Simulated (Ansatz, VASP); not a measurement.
## One calculation of InO, two programs

```
In O
1.0
     3.64587    0.00000    0.00000
    -1.82293    3.15741    0.00000
     0.00000    0.00000   14.24679
In O
2 2
Direct
  0.66667 0.33333 0.59002
  0.66667 0.33333 0.40998
  0.00000 0.00000 0.63987
  0.00000 0.00000 0.36013
```

Alike in both runs: task single point; functional PBEsol; k mesh 12 × 12 × 4; occupations gaussian, width 0.03 eV; no spin polarisation.

|  | VASP | Ansatz |
| --- | --- | --- |
| version | VASP 6.6.1 | Ansatz 0.2.0 |
| potentials or method | VASP PAW PBE potentials, release 64 (In_d, O), cutoff 520 eV | scalar-relativistic, plane waves, PAW |
| valence electrons in the cell | 38 | 38 |

Ansatz gave:

| Property | Result |
| --- | --- |
| gap on the k mesh at the Fermi level (eV) | 0.23 |
| least direct gap on the mesh (eV) | 0.80 |
| rms of the force components (eV/Å) | 0.911 |

**Question.** Estimate VASP's values.

**Answer.** gap on the k mesh at the Fermi level (eV): 0.21; least direct gap on the mesh (eV): 0.79; rms of the force components (eV/Å): 0.900.

VASP's potentials were made for PBE, not for PBEsol. Atom by atom the forces differ by 0.015 eV/Å (rms over components). Ansatz's warnings: xc potential rough in thin density.
